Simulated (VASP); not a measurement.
# ZrB (Fm-3m) in VASP: notebook, part 2 of 2

VASP 6.6.1.

### 4 Relaxation of cell and atoms, LDA+U

File INCAR:

```
PREC = Accurate
ENCUT = 600
EDIFF = 1E-7
ISMEAR = -1
SIGMA = 0.05
LREAL = False
LASPH = True
NELM = 150
ALGO = Normal
ISIF = 3
LWAVE = False
LCHARG = False
LMAXMIX = 4
LDAU = True
LDAUTYPE = 2
LDAUL = 2 -1
LDAUU = 2 0
LDAUJ = 0 0
LDAUPRINT = 1
GGA = CA
IBRION = 2
NSW = 60
EDIFFG = -0.01
```

File KPOINTS:

```
Automatic mesh
0
Gamma
  10 10 10
```

File POSCAR:

```
ZrB
1.0
    0.0000000000      2.3250000000      2.3250000000
    2.3250000000      0.0000000000      2.3250000000
    2.3250000000      2.3250000000      0.0000000000
Zr B
1 1
Direct
    0.0000000000      0.0000000000      0.0000000000
    0.5000000000      0.5000000000      0.5000000000
```

Potentials or basis: VASP PAW LDA potentials, release 64 (Zr_sv, B).

Run with:

```
> cat potpaw_LDA.64/Zr_sv/POTCAR potpaw_LDA.64/B/POTCAR > POTCAR
> mpirun -np 1 vasp_std > vasp.out
```

OUTCAR:

```text
PREC = Accurate
   ENCUT = 600
   EDIFF = 1E-7
   ISMEAR = -1
   LREAL = False
   LASPH = True
   NELM = 150
   ISIF = 3
   GGA = CA
   IBRION = 2
   NSW = 60
   EDIFFG = -0.01

 ion  position               nearest neighbor table
   1  0.000  0.000  0.000-   2 2.33   2 2.33   2 2.33   2 2.33   2 2.33   2 2.33
   2  0.500  0.500  0.500-   1 2.33   1 2.33   1 2.33   1 2.33   1 2.33   1 2.33

  LATTYP: Found a face centered cubic cell.
 ALAT       =     4.6500000000

  Lattice vectors:

 A1 = (   0.0000000000,   2.3250000000,   2.3250000000)
 A2 = (   2.3250000000,   0.0000000000,   2.3250000000)
 A3 = (   2.3250000000,   2.3250000000,   0.0000000000)

Analysis of symmetry for initial positions (statically):
=====================================================================
 Subroutine PRICEL returns:
 Original cell was already a primitive cell.
[... 404 lines left out ...]
 fundamental gap:      0.0370543785
 Fermi energy:         7.7255166672

 k-point     1 :       0.0000    0.0000    0.0000
  band No.  band energies     occupation
      1     -39.8464      2.00000
      2     -17.7990      2.00000
      3     -17.7990      2.00000
      4     -17.7990      2.00000
      5      -0.4130      2.00000
      6       9.6335      0.00000
      7       9.6335      0.00000
      8       9.6335      0.00000
      9      11.0035      0.00000
     10      11.0035      0.00000
     11      11.0911      0.00000
[... 309 lines left out ...]
 k-point    24 :       0.4000    0.3000    0.0000
  band No.  band energies     occupation
      1     -39.7781      2.00000
      2     -18.2226      2.00000
      3     -17.9711      2.00000
      4     -17.9534      2.00000
      5       1.7790      2.00000
      6       5.9396      2.00000
      7       7.2138      1.99993
      8       8.8305      0.00000
      9       9.5584      0.00000
     10      12.6297      0.00000
     11      14.0368      0.00000

 [... further k-points ...]
[... 5 lines left out ...]
  --------------------------------------------------------------------------------------
  -------------------------------------------------------------------------------------
  Total        0.0143941      0.0143941      0.0143941      0.0000000      0.0000000     -0.0000000
  in kB        0.7961561      0.7961561      0.7961561      0.0000000      0.0000000     -0.0000000
  external PRESSURE =       0.7961561 kB  Pullay stress =       0.0000000 kB
[... 17 lines left out ...]
  FREE ENERGIE OF THE ION-ELECTRON SYSTEM (eV)
  ---------------------------------------------------
  free  energy   TOTEN  =       -16.1492359377 eV

  energy  without entropy=      -16.1363095917  energy(sigma->0) =      -16.14277276

 reached required accuracy - stopping structural energy minimisation
```

CONTCAR:

```text
ZrB
   1.00000000000000
     0.0000000000000000    2.4375626438892826    2.4375626438892826
     2.4375626438892826    0.0000000000000000    2.4375626438892826
     2.4375626438892826    2.4375626438892826    0.0000000000000000
  Zr              B
     1     1
Direct
     0.0000000000000000    0.0000000000000000    0.0000000000000000
     0.5000000000000000    0.5000000000000000    0.5000000000000000

  0.00000000E+00  0.00000000E+00  0.00000000E+00
  0.00000000E+00  0.00000000E+00  0.00000000E+00
```

It took 52 s on 1 thread of Intel Xeon 6975P-C (Granite Rapids), shared host; peak memory 0.16 GiB.

What came out:

```
Free energy                            : -16.1492 eV
Relaxed volume                         : 14.48 Å³/atom
Relaxed cell                           : a = 3.447 Å, b = 3.447 Å, c = 3.447 Å, α = 60.00°, β = 60.00°, γ = 60.00°
Space group after relaxing (to 0.05 Å) : Fm-3m (No. 225)
Energy gained by relaxing              : 170.5 meV/atom
Ionic steps                            : 17
Pressure after relaxing                : 0.1 GPa
```

Step by step:
```csv
step,energy change (eV),largest force (eV/Å),pressure (GPa),volume (Å³)
1,0.0000,0.0000,31.91,25.14
2,0.2014,0.0000,-23.05,35.38
3,-0.3404,0.0000,-1.11,29.17
4,-0.3411,0.0000,-0.16,29.01
5,-0.3410,0.0000,0.32,28.93
6,-0.3411,0.0000,0.31,28.93
7,-0.3411,0.0000,0.30,28.93
8,-0.3411,0.0000,0.29,28.93
9,-0.3411,0.0000,0.29,28.93
10,-0.3411,0.0000,0.29,28.93
11,-0.3411,0.0000,0.29,28.93
12,-0.3411,0.0000,0.29,28.93
13,-0.3411,0.0000,0.28,28.93
14,-0.3411,0.0000,0.27,28.94
15,-0.3411,0.0000,0.25,28.94
16,-0.3411,0.0000,0.18,28.95
17,-0.3411,0.0000,0.08,28.97
```

Final structure:
```
Zr B
1.0
     0.00000    2.43756    2.43756
     2.43756    0.00000    2.43756
     2.43756    2.43756    0.00000
Zr B
1 1
Direct
  0.00000 0.00000 0.00000
  0.50000 0.50000 0.50000
```

Eigenvalues of the final occupation matrices:
```
    site  spin  trace               eigenvalues
site 1 d     1   0.81  0.12 0.12 0.12 0.23 0.23
site 1 d     2   0.81  0.12 0.12 0.12 0.23 0.23
```

Caveat: the volume moved by over 15 % at a fixed basis, so the end points are rough; the volume moved by +15 % from the deposited cell, more than functionals usually miss; U without spin polarisation on a metal has little footing; the U is typed as a test and isn't derived for this compound.

### 5 Relaxation of cell and atoms, LDA+U

File INCAR:

```
  PREC = Accurate
  ENCUT = 600
  EDIFF = 1E-6
  ISMEAR = -1
  SIGMA = 0.05
  LREAL = False
  LASPH = True
  NELM = 150
  ALGO = Normal
  ISIF = 3
  LWAVE = False
  LCHARG = False
  LMAXMIX = 4
  LDAU = True
  LDAUTYPE = 2
  LDAUL = 2 -1
  LDAUU = 3 0
  LDAUJ = 0 0
  LDAUPRINT = 1
  IBRION = 2
  NSW = 60
  EDIFFG = -0.01
```

File KPOINTS:

```
regular mesh
0
Gamma
  10 10 10
```

POSCAR is that of step 4.

Potentials or basis: VASP PAW LDA potentials, release 64 (Zr_sv, B).

Run with:

```
> cat potpaw_LDA.64/Zr_sv/POTCAR potpaw_LDA.64/B/POTCAR > POTCAR
> mpirun -np 1 vasp_std > vasp.out
```

OUTCAR:

```text
PREC = Accurate
   ENCUT = 600
   EDIFF = 1E-6
   ISMEAR = -1
   LREAL = False
   LASPH = True
   NELM = 150
   ISIF = 3
   IBRION = 2
   NSW = 60
   EDIFFG = -0.01

 ion  position               nearest neighbor table
   1  0.000  0.000  0.000-   2 2.33   2 2.33   2 2.33   2 2.33   2 2.33   2 2.33
   2  0.500  0.500  0.500-   1 2.33   1 2.33   1 2.33   1 2.33   1 2.33   1 2.33

  LATTYP: Found a face centered cubic cell.
 ALAT       =     4.6500000000

  Lattice vectors:

 A1 = (   0.0000000000,   2.3250000000,   2.3250000000)
 A2 = (   2.3250000000,   0.0000000000,   2.3250000000)
 A3 = (   2.3250000000,   2.3250000000,   0.0000000000)

Analysis of symmetry for initial positions (statically):
=====================================================================
 Subroutine PRICEL returns:
 Original cell was already a primitive cell.

 Routine SETGRP: Setting up the symmetry group for a
 face centered cubic supercell.
[... 402 lines left out ...]
 Fermi energy:         7.7142434653

 k-point     1 :       0.0000    0.0000    0.0000
  band No.  band energies     occupation
      1     -40.1627      2.00000
      2     -18.1112      2.00000
      3     -18.1112      2.00000
      4     -18.1112      2.00000
      5      -0.4855      2.00000
      6       9.7004      0.00000
      7       9.7004      0.00000
      8       9.7004      0.00000
      9      10.9847      0.00000
     10      10.9847      0.00000
     11      10.9960      0.00000
[... 309 lines left out ...]
 k-point    24 :       0.4000    0.3000    0.0000
  band No.  band energies     occupation
      1     -40.0994      2.00000
      2     -18.5091      2.00000
      3     -18.2731      2.00000
      4     -18.2565      2.00000
      5       1.7311      2.00000
      6       5.8727      2.00000
      7       7.2478      1.99982
      8       8.7762      0.00000
      9       9.5053      0.00000
     10      12.5987      0.00000
     11      14.0407      0.00000

 [... further k-points ...]
[... 5 lines left out ...]
  --------------------------------------------------------------------------------------
  -------------------------------------------------------------------------------------
  Total       -0.0078764     -0.0078764     -0.0078764      0.0000000     -0.0000000      0.0000000
  in kB       -0.4295674     -0.4295674     -0.4295674      0.0000000     -0.0000000      0.0000000
  external PRESSURE =      -0.4295674 kB  Pullay stress =       0.0000000 kB
[... 17 lines left out ...]
  FREE ENERGIE OF THE ION-ELECTRON SYSTEM (eV)
  ---------------------------------------------------
  free  energy   TOTEN  =       -15.4975794528 eV

  energy  without entropy=      -15.4848460321  energy(sigma->0) =      -15.49121274

 reached required accuracy - stopping structural energy minimisation
```

It took 46 s on 1 thread of Intel Xeon 6975P-C (Granite Rapids), shared host; peak memory 0.16 GiB.

Results:

```yaml
Free_energy: -15.4976 eV
Relaxed_volume: 14.69 Å³/atom
Relaxed_cell: a = 3.463 Å, b = 3.463 Å, c = 3.463 Å, α = 60.00°, β = 60.00°, γ = 60.00°
Space_group_after_relaxing_to_0.05_Å: Fm-3m (No. 225)
Energy_gained_by_relaxing: 205.1 meV/atom
Ionic_steps: 18
Pressure_after_relaxing: 0.0 GPa
```

Step by step:
```tsv
step	energy change (eV)	largest force (eV/Å)	pressure (GPa)	volume (Å³)
1	0.0000	0.0000	35.19	25.14
2	0.2374	0.0000	-24.06	36.58
3	-0.4092	0.0000	-1.30	29.60
4	-0.4102	0.0000	-0.20	29.40
5	-0.4101	0.0000	0.31	29.31
6	-0.4101	0.0000	0.33	29.31
7	-0.4101	0.0000	0.30	29.32
8	-0.4101	0.0000	0.30	29.32
9	-0.4101	0.0000	0.29	29.32
10	-0.4101	0.0000	0.29	29.32
11	-0.4101	0.0000	0.29	29.32
12	-0.4101	0.0000	0.29	29.32
13	-0.4101	0.0000	0.30	29.32
14	-0.4101	0.0000	0.30	29.32
15	-0.4102	0.0000	0.26	29.33
16	-0.4102	0.0000	0.22	29.33
17	-0.4102	0.0000	0.16	29.35
18	-0.4102	0.0000	-0.04	29.38
```

Final structure:
```yaml
crystal:
  lattice:
    - [0.00000, 2.44902, 2.44902]
    - [2.44902, 0.00000, 2.44902]
    - [2.44902, 2.44902, 0.00000]
  atoms:
    - { symbol: Zr, position: [0.00000, 0.00000, 0.00000] }
    - { symbol: B, position: [0.50000, 0.50000, 0.50000] }
```

Levels at points of the mesh, in eV from the Fermi level:
```
           k point  band 6  band 7  band 8  band 9  band 10  band 11
(0.00, 0.00, 0.00)    1.99    1.99    1.99    3.27     3.27     3.28
(0.50, 0.00, 0.00)   -3.94   -1.13   -1.13    5.17     5.17     6.28
(0.50, 0.50, 0.00)   -1.01   -0.64    1.87    1.87     4.73     6.16
```

Eigenvalues of the final occupation matrices:
| site | spin | trace | eigenvalues |
| --- | --- | --- | --- |
| site 1 d | 1 | 0.78 | 0.11 0.11 0.11 0.22 0.22 |
| site 1 d | 2 | 0.78 | 0.11 0.11 0.11 0.22 0.22 |

Caveat: the electronic state changed during the relaxation; the volume moved by over 15 % at a fixed basis, so the end points are rough; the volume moved by +17 % from the deposited cell, more than functionals usually miss; U without spin polarisation on a metal has little footing; the U is typed as a test and isn't derived for this compound.

### 6 Single point, RPBE+D3(BJ)

This run uses another cell than the first one, of 12.52 Å³/atom, 0.996 times its volume.

File INCAR:

```
  PREC = Accurate
  ENCUT = 520
  EDIFF = 1E-6
  ISMEAR = -1
  SIGMA = 0.05
  LREAL = F
  LASPH = T
  NELM = 80
  ALGO = Normal
  ISIF = 2
  LWAVE = F
  LCHARG = F
  GGA = RP
  IVDW = 12
  NBANDS = 14
```

KPOINTS is that of step 5.

File POSCAR:

```
ZrB
1.0
    0.0000000000      2.3222015255      2.3222015255
    2.3222015255      0.0000000000      2.3222015255
    2.3222015255      2.3222015255      0.0000000000
Zr B
1 1
Direct
    0.0000000000      0.0000000000      0.0000000000
    0.5000000000      0.5000000000      0.5000000000
```

Potentials or basis: VASP PAW PBE potentials, release 64 (Zr_sv, B).

Run with:

```
> cat potpaw_PBE.64/Zr_sv/POTCAR potpaw_PBE.64/B/POTCAR > POTCAR
> mpirun -np 1 vasp_std > vasp.out
```

Run time: 9.5 s. Hardware: 1 thread of Intel Xeon 6975P-C, shared host; peak memory 0.16 GiB.

It converged, with:

| Quantity | Value |
| --- | --- |
| Free energy | -20.1315 eV |
| Pressure | 0.1 GPa |
| Dispersion energy per atom | -2.686 eV |

Levels at points of the mesh, in eV from the Fermi level:
| k point | band 4 | band 5 | band 6 | band 7 | band 8 | band 9 | band 10 | band 11 | band 12 | band 13 |
| --- | --- | --- | --- | --- | --- | --- | --- | --- | --- | --- |
| (0.00, 0.00, 0.00) | -24.51 | -8.37 | 1.94 | 1.94 | 1.94 | 3.71 | 3.71 | 3.84 | 3.84 | 3.84 |
| (0.50, 0.00, 0.00) | -24.61 | -4.20 | -3.65 | -1.41 | -1.41 | 5.81 | 5.81 | 7.43 | 8.25 | 13.47 |
| (0.50, 0.50, 0.00) | -24.85 | -6.55 | -1.12 | -0.29 | 2.57 | 2.57 | 5.49 | 6.98 | 6.98 | 10.73 |

Caveat: the PAW data sets were made with another functional, which shifts forces and pressure a little; pairwise dispersion overbinds metals, which lowers pressure and volume.

### 7 Overview

| task | level | potentials or basis | U | cell | cutoff (eV) | gap on the mesh (eV) | pressure (GPa) | relaxed volume (Å³/atom) |
| --- | --- | --- | --- | --- | --- | --- | --- | --- |
| relaxation of cell and atoms | LDA | VASP PAW LDA potentials, release 64 (Zr_sv, B) | - | relaxed from a = 3.288 Å, angles 60.0°, 2 atoms | 600 | none | -0.1 | 14.12 |
| relaxation of cell and atoms | LDA+U | VASP PAW LDA potentials, release 64 (Zr_sv, B) | Zr d U = 1.0 eV | relaxed from a = 3.288 Å, angles 60.0°, 2 atoms | 600 | none | 0.0 | 14.30 |
| relaxation of cell and atoms | LDA+U | VASP PAW LDA potentials, release 64 (Zr_sv, B) | Zr d U = 2.0 eV | relaxed from a = 3.288 Å, angles 60.0°, 2 atoms | 600 | none | 0.1 | 14.48 |
| relaxation of cell and atoms | LDA+U | VASP PAW LDA potentials, release 64 (Zr_sv, B) | Zr d U = 3.0 eV | relaxed from a = 3.288 Å, angles 60.0°, 2 atoms | 600 | none | 0.0 | 14.69 |
| single point | RPBE+D3(BJ) | VASP PAW PBE potentials, release 64 (Zr_sv, B) | - | a = 3.284 Å, angles 60.0°, 2 atoms | 520 | none | 0.1 | - |

Alike in all rows: no spin polarisation; k mesh 10 × 10 × 10; smearing fermi-dirac 0.05 eV.

Caveats: U without spin polarisation on a metal has little footing (some runs); the U is typed as a test and isn't derived for this compound (some runs); the volume moved by over 15 % at a fixed basis, so the end points are rough (some runs); the volume moved by +12 % from the deposited cell, more than functionals usually miss (some runs); the volume moved by +14 % from the deposited cell, more than functionals usually miss (some runs); the volume moved by +15 % from the deposited cell, more than functionals usually miss (some runs); the electronic state changed during the relaxation (some runs).

Absolute energies hang on the potentials; compare differences alone.
